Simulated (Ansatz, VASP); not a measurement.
**Two plane-wave programs on Li16H**

```
CELL_PARAMETERS angstrom
6.98000 0.00000 0.00000
0.00000 6.98000 0.00000
0.00000 0.00000 6.98000
ATOMIC_POSITIONS crystal
Li 0.00141 0.00033 0.97828
Li 0.48549 0.00024 0.01173
Li 0.99519 0.50022 0.99385
Li 0.00056 0.00033 0.52190
Li 0.23838 0.25635 0.24973
Li 0.51071 0.50013 0.00824
Li 0.48502 0.00025 0.48744
Li 0.75600 0.24389 0.24956
Li 0.99521 0.50023 0.50550
Li 0.23844 0.74392 0.24974
Li 0.26584 0.26298 0.74949
Li 0.51088 0.50014 0.49126
Li 0.75600 0.75642 0.24956
Li 0.74858 0.23076 0.74936
Li 0.26561 0.73741 0.74950
Li 0.74818 0.76915 0.74936
H 0.87243 0.99922 0.75161
```

Alike in both runs: functional PBEsol; k mesh 3 × 3 × 3; occupations gaussian, width 0.15 eV; no spin polarisation.

Ansatz relaxed the structure, and its values are those at the end. VASP's run is a single point on that final structure, the one shown.

|  | VASP | Ansatz |
| --- | --- | --- |
| version | VASP 6.6.1 | Ansatz 0.2.0 |
| potentials or method | VASP PAW PBE potentials, release 64 (Li_sv, H), cutoff 520 eV | scalar-relativistic, plane waves, PAW |
| valence electrons in the cell | 49 | 49 |

|  | VASP | Ansatz | Ansatz less VASP |
| --- | --- | --- | --- |
| rms of the force components (eV/Å) | 0.007 | 0.006 | -0.0006 |

VASP's potentials were made for PBE, not for PBEsol. The functional is the same, so the differences come from potentials, cutoffs and numerics.

Noted on VASP's run: the cutoff is under 1.25 times that of the potentials, so the pressure is a little rough.
